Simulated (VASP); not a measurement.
AlTlS3: single point with PBE

AlTlS3:

```
Al Tl S
1.0
     3.07543    1.77560    3.77831
    -3.07543    1.77560    3.77831
     0.00000   -3.55120    3.77831
Al Tl S
1 1 3
Direct
  0.50000 0.50000 0.50000
  0.00000 0.00000 0.00000
  0.50000 0.50000 0.00000
  0.00000 0.50000 0.50000
  0.50000 0.00000 0.50000
```

The cell was built from a structure type or drawn by symmetry, and may not be a known phase.

| Property | Result |
| --- | --- |
| Program | VASP 6.6.1 |
| Task | single point |
| Functional | PBE |
| Potentials or basis | VASP PAW PBE potentials, release 64 (Al, Tl_d, S) |
| Cutoff | 520 eV |
| k mesh | 6 × 6 × 6 |
| Occupations | gaussian, width 0.1 eV |
| Spin | no spin polarisation |

```
Pressure               : -3.0 GPa
Band gap on the k mesh : zero (bands 17 and 18 overlap by 0.81 eV)
```

Stress tensor (GPa, compression positive):
```
  1.19   0.00   0.00
  0.00   1.19   0.00
  0.00   0.00 -11.38
```

Levels at points of the mesh, in eV from the Fermi level:
| k point | band 13 | band 14 | band 15 | band 16 | band 17 | band 18 | band 19 | band 20 | band 21 | band 22 |
| --- | --- | --- | --- | --- | --- | --- | --- | --- | --- | --- |
| (0.00, 0.00, 0.00) | -2.63 | -2.51 | -2.51 | -1.82 | -0.05 | 0.50 | 0.50 | 3.86 | 4.81 | 4.81 |
| (0.50, 0.00, 0.00) | -2.60 | -2.48 | -1.90 | -1.46 | -0.19 | 0.52 | 1.24 | 2.09 | 3.50 | 3.90 |
| (0.50, 0.50, 0.00) | -2.66 | -2.03 | -1.97 | -1.47 | -0.35 | 0.63 | 2.89 | 2.97 | 3.27 | 3.48 |
| (0.50, 0.50, 0.50) | -4.11 | -1.89 | -1.89 | 0.14 | 0.65 | 0.65 | 2.64 | 2.64 | 3.39 | 3.56 |

Run time: 39 s on 1 thread of Intel(R) Xeon(R) 6975P-C (Granite Rapids), on a shared host, peak memory 0.29 GiB.

Caveat: the cell stands under tension; spin-orbit coupling is left out, which moves the levels of the heavy elements.
